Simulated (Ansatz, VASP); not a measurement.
**Zn2B3 in VASP and in Ansatz**

```xyz
5
Lattice="3.2561 0.0000 0.0000 -1.6281 2.8199 0.0000 0.0000 0.0000 5.0660" Properties=species:S:1:pos:R:3 pbc="T T T"
Zn    0.0000    1.8799    1.2412
Zn    1.6281    0.9400    3.8248
B     0.0000    0.0000    0.0000
B     0.0000    1.8799    3.2676
B     1.6281    0.9400    1.7984
```

Alike in both runs: task relaxation of cell and atoms; functional PBE; k mesh 6 × 6 × 4; occupations gaussian, width 0.1 eV; no spin polarisation.

|  | VASP | Ansatz |
| --- | --- | --- |
| version | VASP 6.6.1 | Ansatz 0.2.0 |
| potentials or method | VASP PAW PBE potentials, release 64 (Zn, B), cutoff 600 eV | scalar-relativistic, plane waves, PAW |
| valence electrons in the cell | 33 | 33 |

|  | VASP | Ansatz | Ansatz less VASP |
| --- | --- | --- | --- |
| gap on the k mesh at the Fermi level, each at its own relaxed structure (eV) | none | none | - |
| relaxed volume (Å³/atom) | 10.65 | 10.64 | -0.010 |
| relaxed length of the cell vector where the two differ most in proportion (Å) | 7.118 | 7.115 | -0.0034 |

A gap of «none» marks a metal or a gap that the smearing closes.

The k mesh is coarse, so the values compare programs but aren't converged.
